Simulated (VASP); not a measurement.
WO:

```
W O
1.0
     0.00000    2.41288    2.41288
     2.41288    0.00000    2.41288
     2.41288    2.41288    0.00000
W O
1 1
Direct
  0.00000 0.00000 0.00000
  0.25000 0.25000 0.25000
```

Base run:

```yaml
Program: VASP 6.6.1
Functional: PBE
Potentials_or_basis: VASP PAW PBE potentials, release 64 (W_sv, O)
Cutoff: 520 eV
k_mesh: 10 × 10 × 10
Occupations: gaussian, width 0.02 eV
Spin: collinear spin, ferromagnetic start
Starting_moments: "[0.5, 0.0] μB"
Hubbard_terms: W d U = 6.2 eV
```

Its results: band gap on the k mesh 0.62 eV, indirect (least direct gap 1.09 eV); pressure 5.8 GPa.

Q: After a change of settings the same cell gave: band gap on the k mesh zero (band 10 reaches 8.96 eV, above the bottom of band 11 at 7.96 eV); pressure -7.9 GPa. Which change was it?
A. spin from collinear spin, ferromagnetic start to no spin polarisation; further incar settings from ALGO = Normal; EDIFF = 1e-07; NBANDS = 21 to ALGO = Normal; EDIFF = 1e-07; NBANDS = 17
B. further incar settings from ALGO = Normal; EDIFF = 1e-07; NBANDS = 21 to ALGO = Normal; EDIFF = 1e-06; NBANDS = 21; moments at the start from [0.5, 0.0] to [2.5, 0.0]
C. further incar settings from ALGO = Normal; EDIFF = 1e-07; NBANDS = 21 to ALGO = Normal; EDIFF = 1e-06; NBANDS = 21; moments at the start from [0.5, 0.0] to [1.0, 0.0]

A: A.

Caveats: spin-orbit coupling is left out, which moves the levels of the heavy elements; U without spin polarisation on a metal has little footing (some runs).
